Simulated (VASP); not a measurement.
Wanted: the native input for a VASP 6.6.1 run.

```
Task                   : single point
Functional             : PBE
Potentials or basis    : VASP PAW PBE potentials, release 64 (Al, N)
Cutoff                 : 520 eV
k mesh                 : 12 × 12 × 6
Occupations            : gaussian, width 0.02 eV
Spin                   : no spin polarisation
Dipole correction      : no
Further INCAR settings : ALGO = Normal; EDIFF = 1e-06; NBANDS = 16
```

The structure of AlN lies in POSCAR:

```
AlN
1.0
    3.2241146726      0.0000000000      0.0000000000
   -1.6120573363      2.7921652112      0.0000000000
    0.0000000000      0.0000000000      4.9277185421
Al N
2 2
Direct
    0.6666666667      0.3333333333      0.4971905974
    0.3333333333      0.6666666667      0.9971905974
    0.6666666667      0.3333333333      0.8828094026
    0.3333333333      0.6666666667      0.3828094026
```

This cell differs from its parent crystal: biaxial strain in the a-b plane: +3.0 %.

The input as run:

INCAR

```
SYSTEM = AlN
PREC = Accurate ; ENCUT = 520
EDIFF = 1E-6 ; ISMEAR = 0
SIGMA = 0.02 ; LREAL = .FALSE.
LASPH = .TRUE. ; NELM = 100
ALGO = Normal ; ISIF = 2
LWAVE = .FALSE. ; LCHARG = .TRUE.
GGA = PE ; LELF = .TRUE.
LVHAR = .TRUE. ; NBANDS = 16
```

KPOINTS

```
regular mesh
0
G
  12 12 6
  0 0 0
```

Potentials or basis: VASP PAW PBE potentials, release 64 (Al, N).

The run is started by

```sh
$ cat potpaw_PBE.64/Al/POTCAR potpaw_PBE.64/N/POTCAR > POTCAR
$ mpirun -np 1 vasp_std > vasp.out
```

Results of the run:

```
Pressure               : -7.8 GPa
Largest force          : 0.237 eV/Å
Band gap on the k mesh : 3.52 eV, direct
```

Caveat: the cell differs from its parent crystal (biaxial strain in the a-b plane: +3.0 %).

Run time: 24 s on 1 thread of Intel(R) Xeon(R) Platinum 8559C (Emerald Rapids), on a shared host, peak memory 0.18 GiB.
